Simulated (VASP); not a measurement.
# Mo in VASP: single point with PBEsol

Aim: the single point of Mo with PBEsol.

All numbers are computed with VASP 6.6.1; they aren't measurements. Logs are shortened: lines on timing, memory, paths and dates and some standing lists are left out, and cuts for length are marked.

**1. The cell of the first run**

The cell holds a slab with vacuum, 23 atoms: a = 5.699 Å, b = 8.060 Å, c = 27.124 Å, α = 90.00°, β = 90.00°, γ = 90.00°.

**2. Single point, PBEsol (atoms taken out, then relaxed in part)**

File INCAR:

```
  ALGO = Normal
  DIPOL = 0.5 0.5 0.490
  EDIFF = 1E-6
  ENCUT = 520
  GGA = PS
  IDIPOL = 3
  ISIF = 2
  ISMEAR = 0
  KPAR = 4
  LASPH = T
  LCHARG = F
  LDIPOL = T
  LREAL = Auto
  LWAVE = F
  NBANDS = 178
  NELM = 100
  PREC = Accurate
  SIGMA = 0.1
```

File KPOINTS:

```
k-points
0
Gamma
  5 3 1
```

File POSCAR:

```
Mo
1.0
    5.6992806600      0.0000000000      0.0000000000
    0.0000000000      8.0600000000      0.0000000000
    0.0000000000      0.0000000000     27.1241005867
Mo
23
Direct
    0.2500000000      0.2500000000      0.3686758191
    0.2500000000      0.7500000000      0.3686758191
    0.7500000000      0.2500000000      0.3686758191
    0.7500000000      0.7500000000      0.3686758191
    0.0000000000      0.0000000000      0.4212054933
    0.0000000000      0.5000000000      0.4212054933
    0.5000000000      0.0000000000      0.4212054933
    0.5000000000      0.5000000000      0.4212054933
    0.2500000000      0.2500000000      0.4737351675
    0.2500000000      0.7500000000      0.4737351675
    0.7500000000      0.2500000000      0.4737351675
    0.7500000000      0.7500000000      0.4737351675
    0.0000000000      0.0000000000      0.5136309751
    0.0000000000      0.5000000000      0.5144194165
    0.5000000000      0.0000000000      0.5246593003
    0.5000000000      0.5000000000      0.5407799091
    0.2499734713      0.2509594959      0.5732471325
    0.2499734713      0.7490405041      0.5732471325
    0.7500265287      0.2509594959      0.5732471325
    0.7500265287      0.7490405041      0.5732471325
    0.0000000000      0.0000000000      0.6034921536
    0.0000000000      0.5000000000      0.6032919332
    0.5000000000      0.0000000000      0.6120775006
```

Potentials or basis: VASP PAW PBE potentials, release 64 (Mo_sv).

Started as:

```
$ cat potpaw_PBE.64/Mo_sv/POTCAR > POTCAR
$ mpirun -np 4 vasp_std > vasp.out
```

OUTCAR:

```text
EDIFF = 1E-6
   ENCUT = 520
   GGA = PS
   ISIF = 2
   ISMEAR = 0
   LASPH = T
   LREAL = Auto
   NELM = 100
   PREC = Accurate

 ion  position               nearest neighbor table
   1  0.250  0.250  0.369-   5 2.85   6 2.85   7 2.85   8 2.85   3 2.85   3 2.85   9 2.85
   2  0.250  0.750  0.369-   5 2.85   6 2.85   7 2.85   8 2.85   4 2.85   4 2.85  10 2.85
   3  0.750  0.250  0.369-   5 2.85   6 2.85   7 2.85   8 2.85   1 2.85   1 2.85  11 2.85
   4  0.750  0.750  0.369-   5 2.85   6 2.85   7 2.85   8 2.85   2 2.85   2 2.85  12 2.85
   5  0.000  0.000  0.421-  13 2.51   2 2.85   3 2.85   4 2.85   9 2.85  10 2.85  11 2.85  12 2.85
                             1 2.85   7 2.85   7 2.85
   6  0.000  0.500  0.421-  14 2.53   2 2.85   3 2.85   4 2.85   9 2.85  10 2.85  11 2.85  12 2.85
                             1 2.85   8 2.85   8 2.85
   7  0.500  0.000  0.421-  15 2.81   2 2.85   3 2.85   4 2.85   9 2.85  10 2.85  11 2.85  12 2.85
                             1 2.85   5 2.85   5 2.85
   8  0.500  0.500  0.421-   1 2.85   2 2.85   3 2.85   4 2.85   9 2.85  10 2.85  11 2.85  12 2.85
                             6 2.85   6 2.85  16 3.24
   9  0.250  0.250  0.474-  13 2.69  17 2.70  14 2.70  15 2.83   5 2.85   6 2.85   7 2.85   8 2.85
                            11 2.85  11 2.85   1 2.85  16 3.07
  10  0.250  0.750  0.474-  13 2.69  18 2.70  14 2.70  15 2.83   5 2.85   6 2.85   7 2.85   8 2.85
                            12 2.85  12 2.85   2 2.85  16 3.07
  11  0.750  0.250  0.474-  13 2.69  19 2.70  14 2.70  15 2.83   5 2.85   6 2.85   7 2.85   8 2.85
                             9 2.85   9 2.85   3 2.85  16 3.07
  12  0.750  0.750  0.474-  13 2.69  20 2.70  14 2.70  15 2.83   5 2.85   6 2.85   7 2.85   8 2.85
                            10 2.85  10 2.85   4 2.85  16 3.07
  13  0.000  0.000  0.514-  21 2.44   5 2.51  10 2.69  11 2.69  12 2.69   9 2.69  15 2.87  15 2.87
                            19 2.96  20 2.96  17 2.96  18 2.96
  14  0.000  0.500  0.514-  22 2.41   6 2.53  10 2.70  11 2.70  12 2.70   9 2.70  18 2.93  19 2.93
                            20 2.93  17 2.93  16 2.94  16 2.94
  15  0.500  0.000  0.525-  23 2.37  18 2.80  19 2.80  20 2.80  17 2.80   7 2.81  10 2.83  11 2.83
                            12 2.83   9 2.83  13 2.87  13 2.87
  16  0.500  0.500  0.541-  17 2.61  18 2.61  19 2.61  20 2.61  14 2.94  14 2.94  11 3.07  12 3.07
                             9 3.07  10 3.07   8 3.24  22 3.32  22 3.32
  17  0.250  0.251  0.573-  22 2.59  21 2.61  16 2.61  23 2.69   9 2.70  15 2.80  19 2.85  19 2.85
                            14 2.93  13 2.96
  18  0.250  0.749  0.573-  22 2.59  21 2.61  16 2.61  23 2.69  10 2.70  15 2.80  20 2.85  20 2.85
                            14 2.93  13 2.96
  19  0.750  0.251  0.573-  22 2.59  21 2.61  16 2.61  23 2.69  11 2.70  15 2.80  17 2.85  17 2.85
                            14 2.93  13 2.96
  20  0.750  0.749  0.573-  22 2.59  21 2.61  16 2.61  23 2.69  12 2.70  15 2.80  18 2.85  18 2.85
                            14 2.93  13 2.96
  21  0.000  0.000  0.603-  13 2.44  17 2.61  18 2.61  19 2.61  20 2.61  23 2.86  23 2.86
  22  0.000  0.500  0.603-  14 2.41  17 2.59  18 2.59  19 2.59  20 2.59  16 3.32  16 3.32
  23  0.500  0.000  0.612-  15 2.37  17 2.69  18 2.69  19 2.69  20 2.69  21 2.86  21 2.86

  LATTYP: Found a simple orthorhombic cell.
 ALAT       =     5.6992806600
 B/A-ratio  =     1.4142135615
[... 184 lines left out ...]
   AEXX    =    0.0000 exact exchange contribution
   IVDW    =     0    specifies the selected vdW correction
   LEPSILON=     F    determine dielectric tensor
   LRPA    =     F    only Hartree local field effects (RPA)
 non-spin polarized calculation
 Gauss-broadening in eV      SIGMA  =   0.10
  energy-cutoff  :      520.00
  volume of cell :     1245.98
 maximum number of plane-waves:     33604
 NGX is ok and might be reduce to    42
   NGX = 21   NGY = 29   NGZ =101

 dipolmoment           0.000000      0.000000     -2.869283 electrons x Angstroem

 number of electron     321.9999994 magnetization

 dipolmoment           0.000000      0.000000      0.036054 electrons x Angstroem

 Free energy of the ion-electron system (eV)
  ---------------------------------------------------
  ext. energy  EPLUGINS =         0.00000000
  ---------------------------------------------------
  free energy    TOTEN  =      -244.50131220 eV

  energy without entropy =     -244.35436863  energy(sigma->0) =     -244.42784042

 E-fermi :   0.6435     XC(G=0):  -4.7314

 val. band max:        0.6368836082   @ k =   0.4000   0.0000   0.0000
 cond. band min:       0.6468535723   @ k =   0.4000   0.3333   0.0000
 fundamental gap:      0.0099699641
 Fermi energy:         0.6434714897

 k-point     1 :       0.0000    0.0000    0.0000
  band No.  band energies     occupation
      1     -60.2371      2.00000
      2     -60.1354      2.00000
      3     -60.1215      2.00000
      4     -60.0659      2.00000
      5     -60.0393      2.00000
      6     -60.0249      2.00000
[... 1045 lines left out ...]
    172       1.3149      0.00000
    173       1.3202      0.00000
 [bands above 173 left out]

------------------------ aborting loop because EDIFF is reached ----------------------------------------

 vacuum level on the upper side and lower side of the slab       (xc-potential included)        -0.059        -0.195

  FORCE on cell =-STRESS in cart. coord.  units (eV):
  Direction    XX          YY          ZZ          XY          YZ          ZX
  --------------------------------------------------------------------------------------
  -------------------------------------------------------------------------------------
  Total      -26.0532563    -18.6675621    -12.9994576      0.0000000      0.0000000      0.0000000
  in kB      -33.5013387    -24.0042287    -16.7157313      0.0000000      0.0000000      0.0000000
  external PRESSURE =     -24.7404329 kB  Pullay stress =       0.0000000 kB

 VOLUME and BASIS-vectors are now :
 -----------------------------------------------------------------------------
  energy-cutoff  :      520.00
  volume of cell :     1245.98
      direct lattice vectors                 reciprocal lattice vectors
     5.699280660  0.000000000  0.000000000     0.175460740  0.000000000  0.000000000
     0.000000000  8.060000000  0.000000000     0.000000000  0.124069479  0.000000000
     0.000000000  0.000000000 27.124100587     0.000000000  0.000000000  0.036867582

 POSITION                                       TOTAL-FORCE (eV/Angst)
 -----------------------------------------------------------------------------------
      1.42482      2.01500     10.00000         0.070946      0.001343      1.891362
      1.42482      6.04500     10.00000         0.070946     -0.001343      1.891362
      4.27446      2.01500     10.00000        -0.070946      0.001343      1.891362
      4.27446      6.04500     10.00000        -0.070946     -0.001343      1.891362
      0.00000      0.00000     11.42482        -0.000000      0.000000     -2.405599
      0.00000      4.03000     11.42482        -0.000000      0.000000     -2.321314
[... 15 lines left out ...]
      0.00000      4.03000     16.36375        -0.000000      0.000000      0.060175
      2.84964      0.00000     16.60205        -0.000000      0.000000      0.100816
 -----------------------------------------------------------------------------------
    total drift:                                0.000000      0.000000     -0.000152

  FREE ENERGIE OF THE ION-ELECTRON SYSTEM (eV)
  ---------------------------------------------------
  free  energy   TOTEN  =      -244.5013121987 eV

  energy  without entropy=     -244.3543686336  energy(sigma->0) =     -244.42784042

 vacuum level on the upper side and lower side of the slab         4.737         4.597
```

stdout:

```text
POSCAR found type information on POSCAR Mo
 POSCAR found :  1 types and      23 ions
 scaLAPACK will be used
 -----------------------------------------------------------------------------
|                                                                             |
|                                                                             |
|     You enforced a specific xc type in the INCAR file but a different       |
|     I HOPE YOU KNOW WHAT YOU ARE DOING!                                     |
|                                                                             |
 -----------------------------------------------------------------------------

 LDA part: xc-table for (Slater+PW92), standard interpolation
 POSCAR, INCAR and KPOINTS ok, starting setup
 FFT: planning ... GRIDC
 FFT: planning ... GRID_SOFT
 FFT: planning ... GRID
 WAVECAR not read
 entering main loop
```

Wall time 30 min (4 MPI ranks of Intel Xeon Platinum 8488C (Sapphire Rapids), shared host); peak memory 1.5 GiB.

What came out:

```yaml
Free_energy: -244.5013 eV
Largest_force: 2.406 eV/Å
Band_gap_on_the_k_mesh: zero (bands 161 and 162 overlap by 0.23 eV)
```

Forces on the atoms (eV/Å):
```
Mo   0.071  0.001  1.891
Mo   0.071 -0.001  1.891
Mo  -0.071  0.001  1.891
Mo  -0.071 -0.001  1.891
Mo   0.000  0.000 -2.406
Mo   0.000  0.000 -2.321
Mo   0.000  0.000 -0.932
Mo   0.000  0.000  0.066
Mo   0.796  0.524 -0.532
Mo   0.796 -0.524 -0.532
Mo  -0.796  0.524 -0.532
Mo  -0.796 -0.524 -0.532
Mo   0.000  0.000 -0.029
Mo   0.000  0.000 -0.008
Mo   0.000  0.000 -0.072
Mo   0.000  0.000  0.001
Mo  -0.030  0.013  0.014
Mo  -0.030 -0.013  0.014
Mo   0.030  0.013  0.014
Mo   0.030 -0.013  0.014
Mo   0.000  0.000  0.047
Mo   0.000  0.000  0.060
Mo   0.000  0.000  0.101
```

Levels at points of the mesh, in eV from the Fermi level:
```tsv
k point	band 156	band 157	band 158	band 159	band 160	band 161	band 162	band 163	band 164	band 165
(0.00, 0.00, 0.00)	-0.31	-0.24	-0.23	-0.10	-0.03	0.01	0.14	0.19	0.31	0.33
```

Caveat: the cell differs from its parent crystal (atoms taken out, then relaxed in part); the PAW data sets were made with another functional, which shifts forces and pressure a little.
